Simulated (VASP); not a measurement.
Write the native input for VASP 6.6.1 that does the following.

```
Task                   : single point
Functional             : LDA
Potentials or basis    : VASP PAW LDA potentials, release 64 (Ga_d, N)
Cutoff                 : 600 eV
k mesh                 : 8 × 8 × 8
Occupations            : gaussian, width 0.01 eV
Spin                   : no spin polarisation
Dipole correction      : no
Further INCAR settings : ALGO = Normal; EDIFF = 1e-06; NBANDS = 16
```

The structure of GaN lies in POSCAR:

```
GaN
1.0
    0.0000000000      2.1771129849      2.1771129849
    2.1771129849      0.0000000000      2.1771129849
    2.1771129849      2.1771129849      0.0000000000
Ga N
1 1
Direct
    0.0000000000      0.0000000000      0.0000000000
    0.5000000000      0.5000000000      0.5000000000
```

These files were run (other wordings do the same):

INCAR

```
PREC = Accurate
ENCUT = 600
EDIFF = 1E-6
ISMEAR = 0
SIGMA = 0.01
LREAL = F
LASPH = T
NELM = 120
ALGO = Normal
ISIF = 2
LWAVE = F
LCHARG = F
GGA = CA
NBANDS = 16
GGA_COMPAT = F
```

KPOINTS

```
Automatic mesh
0
Gamma
  8 8 8
```

Potentials or basis: VASP PAW LDA potentials, release 64 (Ga_d, N).

The run is started by

```sh
$ cat potpaw_LDA.64/Ga_d/POTCAR potpaw_LDA.64/N/POTCAR > POTCAR
$ mpirun -np 1 vasp_std > vasp.out
```

Results of the run:

| Item | Value |
| --- | --- |
| Pressure | -21.6 GPa |
| Band gap on the k mesh | zero (band 9 reaches 6.56 eV, above the bottom of band 10 at 6.48 eV) |

Wall time 15 s on 1 thread of Intel Xeon 6975P-C (shared host), peak memory 0.15 GiB.
